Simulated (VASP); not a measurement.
# Al18N in VASP: a series of runs

The runs below take Al18N through single point, relaxation of the atoms, with PBE.

Program: VASP 6.6.1. These are calculated values, not measurements. Logs are shortened: lines on timing, memory, paths and dates and some standing lists are left out, and cuts for length are marked.

## 1. The cell of the first run

The cell holds a slab with vacuum, 19 atoms: a = 5.707 Å, b = 9.806 Å, c = 20.290 Å, α = 90.00°, β = 90.00°, γ = 98.37°.

## 2. Single point, PBE

Input file INCAR:

```
PREC = Accurate ; ENCUT = 520
EDIFF = 1E-7 ; ISMEAR = 0
SIGMA = 0.1 ; LREAL = Auto
LASPH = T ; NELM = 60
ALGO = Normal ; ISIF = 2
LWAVE = F ; LCHARG = F
LDIPOL = T ; IDIPOL = 3
DIPOL = 0.5 0.5 0.325 ; GGA = PE
NBANDS = 44
```

Input file KPOINTS:

```
regular mesh
0
Gamma
  5 3 1
```

Input file POSCAR:

```
Al18N
1.0
    5.7070863110      0.0000000000      0.0000000000
   -1.4267715777      9.7014842373      0.0000000000
    0.0000000000      0.0000000000     20.2903703481
Al N
18 1
Direct
    0.2662216041      0.0648864163      0.1971378507
    0.7662216041      0.0648864163      0.1971378507
    0.3354806058      0.3419224231      0.2462112388
    0.8354806058      0.3419224231      0.2462112388
    0.1493324061      0.5973296244      0.2560259164
    0.6493324061      0.5973296244      0.2560259164
    0.4631842064      0.8527368258      0.2658405941
    0.9631842064      0.8527368258      0.2658405941
    0.0319772070      0.1277109165      0.3154271774
    0.5319772070      0.1277109165      0.3154271774
    0.0997917582      0.4042231291      0.3707799915
    0.5997917582      0.4042231291      0.3707799915
    0.4144000518      0.6596656508      0.3785021759
    0.9144000518      0.6596656508      0.3785021759
    0.2263076905      0.9110819252      0.3874246333
    0.7263076905      0.9110819252      0.3874246333
    0.2962427210      0.1814071991      0.4332286793
    0.7962427210      0.1814071991      0.4332286793
    0.6712427210      0.9314071991      0.4720705302
```

Potentials or basis: VASP PAW PBE potentials, release 64 (Al, N).

Command:

```
$ cat potpaw_PBE.64/Al/POTCAR potpaw_PBE.64/N/POTCAR > POTCAR
$ mpirun -np 1 vasp_std > vasp.out
```

OUTCAR:

```text
PREC = Accurate
   ENCUT = 520
   EDIFF = 1E-7
   ISMEAR = 0
   LREAL = Auto
   LASPH = T
   NELM = 60
   ISIF = 2
   GGA = PE

 ion  position               nearest neighbor table
   1  0.266  0.065  0.197-   2 2.85   2 2.85   9 2.86  10 2.86   3 2.87   7 2.87   8 2.87
   2  0.766  0.065  0.197-   1 2.85   1 2.85  10 2.86   9 2.86   4 2.87   8 2.87   7 2.87
   3  0.335  0.342  0.246-   4 2.85   4 2.85   6 2.87   5 2.87   1 2.87   9 2.89  10 2.89  12 2.96
                            11 2.97
   4  0.835  0.342  0.246-   3 2.85   3 2.85   5 2.87   6 2.87   2 2.87  10 2.89   9 2.89  11 2.96
                            12 2.97
   5  0.149  0.597  0.256-   6 2.85   6 2.85   4 2.87   3 2.87   7 2.87   8 2.87  13 2.93  14 2.93
                            11 2.99
   6  0.649  0.597  0.256-   5 2.85   5 2.85   3 2.87   4 2.87   8 2.87   7 2.87  14 2.93  13 2.93
                            12 2.99
   7  0.463  0.853  0.266-  10 2.85   8 2.85   8 2.85   1 2.87   2 2.87   5 2.87   6 2.87  16 2.90
                            15 2.91  13 2.96
   8  0.963  0.853  0.266-   9 2.85   7 2.85   7 2.85   2 2.87   1 2.87   6 2.87   5 2.87  15 2.90
                            16 2.91  14 2.96
   9  0.032  0.128  0.315-  18 2.83  17 2.83   8 2.85  10 2.85  10 2.85   1 2.86   2 2.86   3 2.89
                             4 2.89  11 2.91  15 2.93  16 2.93
  10  0.532  0.128  0.315-  17 2.83  18 2.83   7 2.85   9 2.85   9 2.85   2 2.86   1 2.86   4 2.89
                             3 2.89  12 2.91  16 2.93  15 2.93
  11  0.100  0.404  0.371-  12 2.85  12 2.85  14 2.86  13 2.87  18 2.88  17 2.89   9 2.91   4 2.96
                             3 2.97   5 2.99
  12  0.600  0.404  0.371-  11 2.85  11 2.85  13 2.86  14 2.87  17 2.88  18 2.89  10 2.91   3 2.96
                             4 2.97   6 2.99
  13  0.414  0.660  0.379-  16 2.83  15 2.83  14 2.85  14 2.85  12 2.86  11 2.87   5 2.93   6 2.93
                             7 2.96
  14  0.914  0.660  0.379-  15 2.83  16 2.83  13 2.85  13 2.85  11 2.86  12 2.87   6 2.93   5 2.93
                             8 2.96
  15  0.226  0.911  0.387-  17 2.78  14 2.83  13 2.83  16 2.85  16 2.85   8 2.90   7 2.91   9 2.93
                            10 2.93
  16  0.726  0.911  0.387-  19 1.76  18 2.78  13 2.83  14 2.83  15 2.85  15 2.85   7 2.90   8 2.91
                            10 2.93   9 2.93
  17  0.296  0.181  0.433-  15 2.78  10 2.83   9 2.83  18 2.85  18 2.85  12 2.88  11 2.89
  18  0.796  0.181  0.433-  16 2.78   9 2.83  10 2.83  17 2.85  17 2.85  11 2.88  12 2.89
  19  0.671  0.931  0.472-  16 1.76

  LATTYP: Found a simple monoclinic cell.
 ALAT       =     5.7070863110
 B/A-ratio  =     3.5552941102
 C/A-ratio  =     1.7181865164
 COS(beta)  =    -0.1455022476

  Lattice vectors:

 A1 = (   5.7070863110,   0.0000000000,   0.0000000000)
 A2 = (   0.0000000000,   0.0000000000, -20.2903703481)
 A3 = (  -1.4267715777,   9.7014842373,   0.0000000000)

Analysis of symmetry for initial positions (statically):
=====================================================================
 Subroutine PRICEL returns:
 Original cell was already a primitive cell.

 Routine SETGRP: Setting up the symmetry group for a
 simple monoclinic supercell.

 Subroutine GETGRP returns: Found  1 space group operations
 (whereof  1 operations were pure point group operations)
 out of a pool of  4 trial point group operations.

The static configuration has the point symmetry C_1 .

Analysis of symmetry for dynamics (positions and initial velocities):
=====================================================================
 Subroutine PRICEL returns:
 Original cell was already a primitive cell.

 Routine SETGRP: Setting up the symmetry group for a
 simple monoclinic supercell.

 Subroutine GETGRP returns: Found  1 space group operations
 (whereof  1 operations were pure point group operations)
 out of a pool of  4 trial point group operations.

The dynamic configuration has the point symmetry C_1 .

 Subroutine INISYM returns: Found  1 space group operations
 (whereof  1 operations are pure point group operations),
 and found     1 'primitive' translations

----------------------------------------------------------------------------------------

                                     Primitive cell

  volume of cell :    1123.4212

  direct lattice vectors                    reciprocal lattice vectors
     5.707086311  0.000000000  0.000000000     0.175220760  0.025769253  0.000000000
    -1.426771578  9.701484237  0.000000000     0.000000000  0.103077011  0.000000000
     0.000000000  0.000000000 20.290370348     0.000000000  0.000000000  0.049284463

  length of vectors
     5.707086311  9.805838747 20.290370348     0.177105531  0.103077011  0.049284463

  position of ions in fractional coordinates (direct lattice)
     0.266221604  0.064886416  0.197137851
     0.766221604  0.064886416  0.197137851
     0.335480606  0.341922423  0.246211239
     0.835480606  0.341922423  0.246211239
     0.149332406  0.597329624  0.256025916
     0.649332406  0.597329624  0.256025916
[... 11 lines left out ...]
     0.796242721  0.181407199  0.433228679
     0.671242721  0.931407199  0.472070530

  ion indices of the primitive-cell ions
   primitive index   ion index
                 1           1
                 2           2
                 3           3
                 4           4
                 5           5
                 6           6
[... 11 lines left out ...]
                18          18
                19          19

----------------------------------------------------------------------------------------

 KPOINTS: regular mesh

Automatic generation of k-mesh.
 Grid dimensions read from file:
 generate k-points for:    5    3    1

 Generating k-lattice:

  Cartesian coordinates                     Fractional coordinates (reciprocal lattice)
     0.035044152  0.005153851  0.000000000     0.200000000  0.000000000  0.000000000
     0.000000000  0.034359004  0.000000000     0.000000000  0.333333333  0.000000000
     0.000000000  0.000000000  0.049284463     0.000000000  0.000000000  1.000000000

  Length of vectors
     0.035421106  0.034359004  0.049284463

  Shift w.r.t. Gamma in fractional coordinates (k-lattice)
     0.000000000  0.000000000  0.000000000

 Subroutine IBZKPT returns following result:
 ===========================================

 Found      8 irreducible k-points:

 Following reciprocal coordinates:
            Coordinates               Weight
  0.000000  0.000000  0.000000      1.000000
  0.200000 -0.000000  0.000000      2.000000
  0.400000  0.000000  0.000000      2.000000
  0.000000  0.333333  0.000000      2.000000
  0.200000  0.333333  0.000000      2.000000
  0.400000  0.333333  0.000000      2.000000
 -0.400000  0.333333  0.000000      2.000000
 -0.200000  0.333333  0.000000      2.000000
   k-points           NKPTS =      8   k-points in BZ     NKDIM =      8   number of bands    NBANDS=     44
   number of dos      NEDOS =    301   number of ions     NIONS =     19
   total plane-waves  NPLWV = 537600
   dimension x,y,z NGX =    42 NGY =   80 NGZ =  160
   dimension x,y,z NGXF=    84 NGYF=  160 NGZF=  320
   ions per type =              18   1
   NGX,Y,Z   is equivalent  to a cutoff of  12.23, 13.56, 13.11 a.u.
   NGXF,Y,Z  is equivalent  to a cutoff of  24.47, 27.13, 26.22 a.u.
 SYSTEM =  unknown system
   PREC   = accura    normal or accurate (medium, high low for compatibility)
   ISTART =      0    job   : 0-new  1-cont  2-samecut
   ICHARG =      2    charge: 1-file 2-atom 10-const
   ISPIN  =      1    spin polarized calculation?
   LNONCOLLINEAR =      F non collinear calculations
   LSORBIT =      F    spin-orbit coupling
   LASPH  =      T    aspherical Exc in radial PAW
   ENCUT  =  520.0 eV  38.22 Ry    6.18 a.u.  10.61 18.23 37.73*2*pi/ulx,y,z
   NELM   =     60;   NELMIN=  2; NELMDL= -5     # of ELM steps
   EDIFF  = 0.1E-06   stopping-criterion for ELM
   LREAL  =      T    real-space projection
   EDIFFG = 0.1E-05   stopping-criterion for IOM
   NSW    =      0    number of steps for IOM
   IBRION =     -1    ionic relax: 0-MD 1-quasi-New 2-CG
   NFREE  =      0    steps in history (QN), initial steepest desc. (CG)
   ISIF   =      2    stress and relaxation
   ISYM   =      2    0-nonsym 1-usesym 2-fastsym
   POTIM  = 0.5000    time-step for ionic-motion
   TEBEG  =    0.0;   TEEND  =   0.0 temperature during run
   PSTRESS=    0.0 pullay stress
   NELECT =      59.0000    total number of electrons
   NUPDOWN=      -1.0000    fix difference up-down
   EMIN   =  10.00;   EMAX   =-10.00  energy-range for DOS
   EFERMI =   0.00;   METHOD = LEGACY
   ISMEAR =     0;   SIGMA  =   0.10  broadening in eV -4-tet -1-fermi 0-gaus
   EFERMI_NEDOS =   21; number of points for ismear=-14 and -15
   IALGO  =     38    algorithm
   IMIX   =      4    mixing-type and parameters
     AMIX     =   0.40;   BMIX     =  1.00
     AMIX_MAG =   1.60;   BMIX_MAG =  1.00
  volume/ion in A,a.u.               =      59.13       399.01
  Fermi-wavevector in a.u.,A,eV,Ry     =   0.613072  1.158538  5.113844  0.375857
  Thomas-Fermi vector in A             =   1.669589
   LORBIT       =      0    0 simple, 1 ext, 2 COOP (PROOUT), +10 PAW based schemes
   GGA     = PE    functional components
   LHFCALC =     F    Hartree Fock is set to
   AEXX    =    0.0000 exact exchange contribution
   IVDW    =     0    specifies the selected vdW correction
   LEPSILON=     F    determine dielectric tensor
   LRPA    =     F    only Hartree local field effects (RPA)
 non-spin polarized calculation
 Gauss-broadening in eV      SIGMA  =   0.10
  energy-cutoff  :      520.00
  volume of cell :     1123.42
 maximum number of plane-waves:     30284
   NGX = 21   NGY = 37   NGZ = 75

 dipolmoment           0.000000      0.000000     -0.112225 electrons x Angstroem

 number of electron      59.0000001 magnetization

 dipolmoment           0.000000      0.000000      0.263707 electrons x Angstroem

 Free energy of the ion-electron system (eV)
  ---------------------------------------------------
  ext. energy  EPLUGINS =         0.00000000
  ---------------------------------------------------
  free energy    TOTEN  =       -67.38528004 eV

  energy without entropy =      -67.33302516  energy(sigma->0) =      -67.35915260

 E-fermi :  -1.2118     XC(G=0):  -3.7637

 val. band max:       -1.2383164251   @ k =  -0.2000   0.3333   0.0000
 cond. band min:      -1.2083760591   @ k =  -0.4000   0.3333   0.0000
 fundamental gap:      0.0299403661
 Fermi energy:        -1.2118468937

 k-point     1 :       0.0000    0.0000    0.0000
  band No.  band energies     occupation
      1     -13.8141      2.00000
      2     -11.1196      2.00000
      3      -9.6746      2.00000
      4      -9.5149      2.00000
      5      -8.7208      2.00000
      6      -7.1175      2.00000
[... 33 lines left out ...]
     40       0.8691      0.00000
     41       1.0309      0.00000

 k-point     2 :       0.2000   -0.0000    0.0000
  band No.  band energies     occupation
      1     -13.8068      2.00000
      2     -10.9420      2.00000
      3      -9.5802      2.00000
      4      -9.2483      2.00000
      5      -8.5698      2.00000
      6      -8.2351      2.00000
[... 253 lines left out ...]
     40       0.8149      0.00000
     41       1.0634      0.00000

 k-point     8 :      -0.2000    0.3333    0.0000
  band No.  band energies     occupation
      1     -13.8066      2.00000
      2     -10.8355      2.00000
      3     -10.1339      2.00000
      4      -8.6178      2.00000
      5      -8.3630      2.00000
      6      -8.0512      2.00000
[... 33 lines left out ...]
     40       1.0330      0.00000
     41       1.1109      0.00000
 [bands above 41 left out]

------------------------ aborting loop because EDIFF is reached ----------------------------------------

 vacuum level on the upper side and lower side of the slab       (xc-potential included)         0.382        -0.462

  FORCE on cell =-STRESS in cart. coord.  units (eV):
  Direction    XX          YY          ZZ          XY          YZ          ZX
  --------------------------------------------------------------------------------------
  -------------------------------------------------------------------------------------
  Total      -14.1374417    -14.6004209      1.0332034     -1.7395634      1.3119902     -0.3451477
  in kB      -20.1622416    -20.8225236      1.4735125     -2.4808941      1.8711068     -0.4922356
  external PRESSURE =     -13.1704176 kB  Pullay stress =       0.0000000 kB

 VOLUME and BASIS-vectors are now :
 -----------------------------------------------------------------------------
  energy-cutoff  :      520.00
  volume of cell :     1123.42
      direct lattice vectors                 reciprocal lattice vectors
     5.707086311  0.000000000  0.000000000     0.175220760  0.025769253  0.000000000
    -1.426771578  9.701484237  0.000000000     0.000000000  0.103077011  0.000000000
     0.000000000  0.000000000 20.290370348     0.000000000  0.000000000  0.049284463

 POSITION                                       TOTAL-FORCE (eV/Angst)
 -----------------------------------------------------------------------------------
      1.42677      0.62949      4.00000        -0.051246      0.134215      0.019753
      4.28031      0.62949      4.00000        -0.014136      0.152239     -0.026687
      1.42677      3.31715      4.99572         0.014344      0.022291      0.009749
      4.28031      3.31715      4.99572        -0.039529      0.073716      0.026827
      0.00000      5.79498      5.19486         0.039474     -0.093622      0.017345
      2.85354      5.79498      5.19486        -0.041423     -0.114363     -0.043113
[... 11 lines left out ...]
      4.28540      1.75992      8.79037        -0.171051     -1.206952      0.620540
      2.50193      9.03603      9.57849        -0.397814      1.660900      0.027083
 -----------------------------------------------------------------------------------
    total drift:                               -0.012049     -0.029416     -0.014149

  FREE ENERGIE OF THE ION-ELECTRON SYSTEM (eV)
  ---------------------------------------------------
  free  energy   TOTEN  =       -67.3852800389 eV

  energy  without entropy=      -67.3330251644  energy(sigma->0) =      -67.35915260

 vacuum level on the upper side and lower side of the slab         3.891         3.023
```

Run time: 30 min. Hardware: 1 thread of Intel Xeon 8259CL, shared host; peak memory 1.1 GiB.

What came out:

| Item | Value |
| --- | --- |
| Free energy | -67.3853 eV |
| Largest force | 1.708 eV/Å |
| Band gap on the k mesh | zero (an odd number of electrons rules out a gap without spin polarisation) |

Forces in eV/Å, atoms in the order of the input:
```
Al  -0.051  0.134  0.020
Al  -0.014  0.152 -0.027
Al   0.014  0.022  0.010
Al  -0.040  0.074  0.027
Al   0.039 -0.094  0.017
Al  -0.041 -0.114 -0.043
Al  -0.019 -0.039 -0.025
Al  -0.052 -0.013 -0.141
Al  -0.032 -0.041 -0.003
Al   0.031 -0.003 -0.048
Al   0.008 -0.011  0.050
Al   0.004 -0.116  0.059
Al  -0.096 -0.134 -0.022
Al   0.098 -0.130 -0.018
Al   0.437 -0.027  0.351
Al   0.293 -0.283 -0.875
Al  -0.010  0.169  0.022
Al  -0.171 -1.207  0.621
N   -0.398  1.661  0.027
```

(Part 1 of 2 ends here.)
